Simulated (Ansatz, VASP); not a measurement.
**MgH4: VASP beside Ansatz**

```
Mg H
1.0
    -2.89929    2.89929    4.58598
     2.89929   -2.89929    4.58598
     2.89929    2.89929   -4.58598
Mg H
3 12
Direct
  0.08140 0.58140 0.50000
  0.41860 0.91860 0.50000
  0.50000 0.50000 0.00000
  0.26897 0.26897 0.53794
  0.73103 0.73103 0.46206
  0.73103 0.26897 0.00000
  0.26897 0.73103 0.00000
  0.69568 0.56566 0.73866
  0.82700 0.95701 0.26134
  0.43434 0.17300 0.13002
  0.04299 0.30432 0.86998
  0.82700 0.56566 0.86998
  0.69568 0.95701 0.13002
  0.04299 0.17300 0.73866
  0.43434 0.30432 0.26134
```

Alike in both runs: functional PBE; k mesh 4 × 4 × 4; occupations gaussian, width 0.1 eV; no spin polarisation.

Ansatz relaxed the structure, and its values are those at the end. VASP's run is a single point on that final structure, the one shown.

```csv
,VASP,Ansatz
version,VASP 6.6.1,Ansatz 0.2.0
potentials or method,"VASP PAW PBE potentials, release 64 (Mg, H), cutoff 520 eV","scalar-relativistic, plane waves, PAW"
valence electrons in the cell,18,42
```

|  | VASP | Ansatz | Ansatz less VASP |
| --- | --- | --- | --- |
| gap on the k mesh at the Fermi level (eV) | 0.03 | 0.05 | +0.020 |
| least direct gap on the mesh (eV) | 0.03 | 0.05 | +0.020 |
| pressure (GPa) | -0.4 | -0.1 | +0.23 |
| rms of the force components (eV/Å) | 0.010 | 0.008 | -0.0019 |

With one functional, cell and mesh, what is left measures potentials, basis and numerics. VASP's potentials hold 18 valence electrons a cell and Ansatz's 42, so a difference there can come from the potentials and not from the codes.
